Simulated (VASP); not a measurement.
La3Cd3Ga, 7 atoms in the cell. The structure is cubic, space group Pm-3m (No. 221). Conventional cell: a = 5.783 Å, b = 5.783 Å, c = 5.783 Å, α = 90.00°, β = 90.00°, γ = 90.00°. Within 3.8 Å of La (site symmetry 4/mmm) lie 4 Cd at 2.89 Å and 2 Ga at 2.89 Å. Within 3.8 Å of Cd (site symmetry 4/mmm) lie 4 La at 2.89 Å. Ga (site symmetry m-3m) has 6 La at 2.89 Å within 3.8 Å. 

| Property | Result |
| --- | --- |
| Program | VASP 6.6.1 |
| Task | single point |
| Functional | PBEsol |
| Potentials or basis | VASP PAW PBE potentials, release 64 (La, Cd, Ga_d) |
| Cutoff | 400 eV |
| k mesh | 6 × 6 × 6 |
| Occupations | fermi-dirac, width 0.1 eV |
| Spin | no spin polarisation |
| Dipole correction | no |
| k mesh for the DOS | 9 × 9 × 9 |
| Occupations for the DOS | tetrahedron |
| Further INCAR settings | ALGO = Normal; EDIFF = 1e-06; NBANDS = 50 |

Potentials or basis: VASP PAW PBE potentials, release 64 (La, Cd, Ga_d).

Run with:

```console
$ cat potpaw_PBE.64/La/POTCAR potpaw_PBE.64/Cd/POTCAR potpaw_PBE.64/Ga_d/POTCAR > POTCAR
$ cp INCAR.step1 INCAR
$ cp KPOINTS.step1 KPOINTS
$ mpirun -np 1 vasp_std > vasp.out
$ cp INCAR.step2 INCAR
$ cp KPOINTS.step2 KPOINTS
$ mpirun -np 1 vasp_std > vasp.out
```

Hardware: 1 thread of Intel Xeon 8259CL, with other jobs on the host.

Task: How long does it take, and how much memory?

Result: Run time: 12 min on 1 thread of Intel Xeon 8259CL, with other jobs on the host, peak memory 0.38 GiB. Counts: k points 35.
